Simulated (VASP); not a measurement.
# Sn (Fmmm) in VASP: electric field gradients with r2SCAN

Aim: the electric field gradients of Sn with r2SCAN.

All numbers are computed with VASP 6.6.1; they aren't measurements. Logs are shortened: lines on timing, memory, paths and dates and some standing lists are left out, and cuts for length are marked.

## 1. The cell of the first run

Symmetry: Fmmm, No. 69, orthorhombic system. Conventional cell: a = 3.789 Å, b = 5.319 Å, c = 5.399 Å, α = 90.00°, β = 90.00°, γ = 90.00°. Within 4.3 Å of Sn (site symmetry mmm) lie 14 Sn at 3.27 to 3.79 Å.

This isn't the form of Sn at room conditions, which is tetragonal (white tin).

## 2. Electric field gradients, r2SCAN (xy shear strain of +1.5 %)

Contents of POSCAR:

```
Sn
1.0
   -1.8804419306      1.8804419306      1.8946518192
    1.8804419306     -1.8804419306      1.8946518192
    1.9088617078      1.9088617078     -1.8946518192
Sn
1
Direct
    0.0000000000      0.0000000000      0.0000000000
```

Contents of INCAR.step1:

```
ALGO = Normal
EDIFF = 1E-4
ENCUT = 520
GGA = PE
ISMEAR = -1
LASPH = T
LCHARG = F
LREAL = F
LWAVE = T
NBANDS = 13
NELM = 100
PREC = Accurate
SIGMA = 0.08
```

Contents of INCAR.step2:

```
ALGO = Normal
EDIFF = 1E-8
ENCUT = 520
ISIF = 2
ISMEAR = -1
ISTART = 1
LASPH = T
LCHARG = F
LEFG = T
LMIXTAU = T
LREAL = F
LWAVE = F
METAGGA = R2SCAN
NBANDS = 13
NELM = 100
PREC = Accurate
SIGMA = 0.08
```

Contents of KPOINTS:

```
k-points
0
Gamma
  14 14 14
```

Potentials or basis: VASP PAW PBE potentials, release 64 (Sn_d).

Command:

```bash
$ cat potpaw_PBE.64/Sn_d/POTCAR > POTCAR
$ cp INCAR.step1 INCAR
$ mpirun -np 1 vasp_std > vasp.out
$ cp INCAR.step2 INCAR
$ mpirun -np 1 vasp_std > vasp.out
```

OUTCAR:

```text
EDIFF = 1E-8
   ENCUT = 520
   ISIF = 2
   ISMEAR = -1
   ISTART = 1
   LASPH = T
   LREAL = F
   METAGGA = R2SCAN
   NELM = 100
   PREC = Accurate

 ion  position               nearest neighbor table
   1  0.000  0.000  0.000-

  LATTYP: Found a face centered orthorhombic cell.
 ALAT       =     3.7893036384
 B/A-ratio  =     1.4036069607
 C/A-ratio  =     1.4248201641

  Lattice vectors:

 A1 = (   3.7893036384,   0.0284197772,   0.0000000000)
 A2 = (   1.9088617078,   1.9088617078,   1.8946518192)
 A3 = (   1.8804419306,  -1.8804419306,   1.8946518192)

Analysis of symmetry for initial positions (statically):
=====================================================================
 Subroutine PRICEL returns:
 Original cell was already a primitive cell.

 Routine SETGRP: Setting up the symmetry group for a
 face centered orthorhombic supercell.

 Subroutine GETGRP returns: Found  8 space group operations
 (whereof  8 operations were pure point group operations)
 out of a pool of  8 trial point group operations.

The static configuration has the point symmetry D_2h.

Analysis of symmetry for dynamics (positions and initial velocities):
=====================================================================
 Subroutine PRICEL returns:
 Original cell was already a primitive cell.

 Routine SETGRP: Setting up the symmetry group for a
 face centered orthorhombic supercell.

 Subroutine GETGRP returns: Found  8 space group operations
 (whereof  8 operations were pure point group operations)
 out of a pool of  8 trial point group operations.

The dynamic configuration has the point symmetry D_2h.

 Subroutine INISYM returns: Found  8 space group operations
 (whereof  8 operations are pure point group operations),
 and found     1 'primitive' translations

----------------------------------------------------------------------------------------

                                     Primitive cell

  volume of cell :      27.2034

  direct lattice vectors                    reciprocal lattice vectors
    -1.880441931  1.880441931  1.894651819    -0.001979367  0.263915576  0.263900731
[... 125 lines left out ...]
  ext. energy  EPLUGINS =         0.00000000
  ---------------------------------------------------
  free energy    TOTEN  =       -24.50998276 eV

  energy without entropy =      -24.50015837  energy(sigma->0) =      -24.50507057

 E-fermi :   8.0081     XC(G=0): -11.2585

 val. band max:        8.0013479218   @ k =  -0.2143  -0.2857   0.1429
 cond. band min:       8.0182745834   @ k =  -0.2857   0.3571   0.3571
 fundamental gap:      0.0169266616
 Fermi energy:         8.0080544936

 k-point     1 :       0.0000    0.0000    0.0000
  band No.  band energies     occupation
      1     -14.2539      2.00000
      2     -14.2471      2.00000
      3     -14.2395      2.00000
      4     -14.0943      2.00000
      5     -14.0938      2.00000
      6      -3.6240      2.00000
      7      16.2915      0.00000
      8      16.4484      0.00000
      9      16.5898      0.00000
     10      20.8451      0.00000
     11      20.9341      0.00000
     12      21.0413      0.00000
     13      21.1898      0.00000
[... 354 lines left out ...]
  band No.  band energies     occupation
      1     -14.2691      2.00000
      2     -14.2109      2.00000
      3     -14.1177      2.00000
      4     -14.1052      2.00000
      5     -14.0591      2.00000
      6      -0.3661      2.00000
      7       6.6198      2.00000
      8      10.1607      0.00000
      9      13.0452      0.00000
     10      17.7196      0.00000
     11      20.0468      0.00000
     12      21.3819      0.00000
     13      25.4942      0.00000

 [... further k-points ...]

------------------------ aborting loop because EDIFF is reached ----------------------------------------

  FORCE on cell =-STRESS in cart. coord.  units (eV):
  Direction    XX          YY          ZZ          XY          YZ          ZX
  --------------------------------------------------------------------------------------
  -------------------------------------------------------------------------------------
  Total       -0.0903412     -0.0903412     -0.0837414     -0.0880855      0.0000000      0.0000000
  in kB       -5.3207490     -5.3207490     -4.9320442     -5.1878980      0.0000000      0.0000000
  external PRESSURE =      -5.1911808 kB  Pullay stress =       0.0000000 kB

 VOLUME and BASIS-vectors are now :
 -----------------------------------------------------------------------------
  energy-cutoff  :      520.00
  volume of cell :       27.20
      direct lattice vectors                 reciprocal lattice vectors
    -1.880441931  1.880441931  1.894651819    -0.001979367  0.263915576  0.263900731
     1.880441931 -1.880441931  1.894651819     0.263915576 -0.001979367  0.263900731
     1.908861708  1.908861708 -1.894651819     0.261936209  0.261936209  0.000000000

 POSITION                                       TOTAL-FORCE (eV/Angst)
 -----------------------------------------------------------------------------------
      0.00000      0.00000      0.00000        -0.000000      0.000000      0.000000
 -----------------------------------------------------------------------------------
    total drift:                               -0.000000     -0.000000      0.000000

  FREE ENERGIE OF THE ION-ELECTRON SYSTEM (eV)
  ---------------------------------------------------
  free  energy   TOTEN  =       -24.5099827598 eV

  energy  without entropy=      -24.5001583740  energy(sigma->0) =      -24.50507057

 Electric field gradients (V/A^2)
---------------------------------------------------------------------
 ion       V_xx      V_yy      V_zz      V_xy      V_xz      V_yz
---------------------------------------------------------------------
   1       0.267     0.267    -0.535     8.365    -0.003    -0.003
---------------------------------------------------------------------

 Electric field gradients after diagonalization (V/A^2)
 (convention: |V_zz| > |V_xx| > |V_yy|)
----------------------------------------------------------------------
 ion       V_xx      V_yy      V_zz     asymmetry (V_yy - V_xx)/ V_zz
----------------------------------------------------------------------
   1      -8.098    -0.535     8.633       0.876
----------------------------------------------------------------------

           NMR quadrupolar parameters

 Cq : quadrupolar parameter    Cq=e*Q*V_zz/h
 eta: asymmetry parameters     (V_yy - V_xx)/ V_zz
 Q  : nuclear electric quadrupole moment in mb (millibarn)
----------------------------------------------------------------------
 ion       Cq(MHz)       eta       Q (mb)
----------------------------------------------------------------------
   1       0.021       0.876       1.000
----------------------------------------------------------------------
```

OSZICAR.step1:

```text
N       E                     dE             d eps       ncg     rms          rms(c)
DAV:   1     0.806418733460E+02    0.80642E+02   -0.71863E+03 11448   0.160E+03
DAV:   2     0.185727083818E+01   -0.78785E+02   -0.76308E+02 11913   0.339E+02
DAV:   3    -0.367841836679E+01   -0.55357E+01   -0.55155E+01 13302   0.730E+01
DAV:   4    -0.379226818229E+01   -0.11385E+00   -0.11383E+00 13165   0.112E+01
DAV:   5    -0.379626770089E+01   -0.39995E-02   -0.39994E-02 14453   0.204E+00    0.132E+00
DAV:   6    -0.378646472638E+01    0.98030E-02   -0.10513E-02 14181   0.176E+00    0.733E-01
DAV:   7    -0.378327529472E+01    0.31894E-02   -0.68632E-03 13971   0.136E+00    0.988E-02
DAV:   8    -0.378314976952E+01    0.12553E-03   -0.67836E-04 13621   0.432E-01    0.228E-02
DAV:   9    -0.378314966647E+01    0.10306E-06   -0.93770E-06  7134   0.433E-02
   1 F= -.37831497E+01 E0= -.37782621E+01  d E =-.977521E-02
```

Run time: 2.9 min. Hardware: 1 thread of Intel Xeon 6975P-C (Granite Rapids), shared host; peak memory 0.26 GiB.

What came out:

- Free energy: -24.5100 eV
- Pressure: -0.5 GPa
- Band gap on the k mesh: zero (bands 7 and 8 overlap by 10.85 eV)
- Largest electric field gradient by atom: Sn +8.6 V/Å²

Electric field gradients, principal values (V/Å²):
| atom | least | middle | greatest (by size) |
| --- | --- | --- | --- |
| 1 Sn | -0.535 | -8.098 | 8.633 |

Caveat: the cell differs from its parent crystal (xy shear strain of +1.5 %); without QUAD_EFG the Cq values of the log hold for a quadrupole moment of 1 mb, not for the nuclei; the PAW data sets were made with another functional, which shifts forces and pressure a little; spin-orbit coupling is left out, which moves the levels of the heavy elements.
